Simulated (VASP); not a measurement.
A run of VASP 6.6.1 is set up as follows.

Contents of POSCAR:

```
PtSe2
1.0
    3.7486629704      0.0000000000      0.0000000000
   -1.8743314852      3.2464373626      0.0000000000
    0.0000000000      0.0000000000      5.0955241558
Pt Se
1 2
Direct
    0.0000000000      0.0000000000      0.0000000000
    0.6666666667      0.3333333333      0.7500000000
    0.3333333333      0.6666666667      0.2500000000
```

INCAR.step1

```
SYSTEM = PtSe2
ALGO = Normal
EDIFF = 1E-4
ENCUT = 520
GGA = PE
ISMEAR = -1
LASPH = .True.
LCHARG = .False.
LREAL = .False.
LWAVE = .True.
NBANDS = 18
NELM = 60
PREC = Accurate
SIGMA = 0.05
```

File INCAR.step2:

```
SYSTEM = PtSe2
ALGO = Normal
BPARAM = 11.95
CPARAM = 0.0093
EDIFF = 1E-6
ENCUT = 520
ISIF = 2
ISMEAR = -1
ISTART = 1
IVDW_NL = 2
LASPH = .True.
LCHARG = .False.
LMIXTAU = .True.
LREAL = .False.
LUSE_VDW = .True.
LWAVE = .False.
METAGGA = R2SCAN
NBANDS = 18
NELM = 60
PREC = Accurate
SIGMA = 0.05
```

KPOINTS

```
k-points
0
Gamma
  8 8 5
  0 0 0
```

Potentials or basis: VASP PAW PBE potentials, release 64 (Pt, Se).

Command:

```sh
$ cat potpaw_PBE.64/Pt/POTCAR potpaw_PBE.64/Se/POTCAR > POTCAR
$ cp INCAR.step1 INCAR
$ mpirun -np 1 vasp_std > vasp.out
$ cp INCAR.step2 INCAR
$ mpirun -np 1 vasp_std > vasp.out
```

**Question.** Estimate the band gap on the k mesh.

**Answer.** Zero (bands 11 and 12 overlap by 0.17 eV).

**Question.** What does it give for the largest force?

**Answer.** 0.203 eV/Å.

**Question.** Estimate the pressure.

**Answer.** 1.2 GPa.

Stress tensor (GPa, compression positive):
```
0.95 0.00 0.00
0.00 0.95 0.00
0.00 0.00 1.78
```

Caveat: the PAW data sets were made with another functional, which shifts forces and pressure a little; spin-orbit coupling is left out, which moves the levels of the heavy elements.
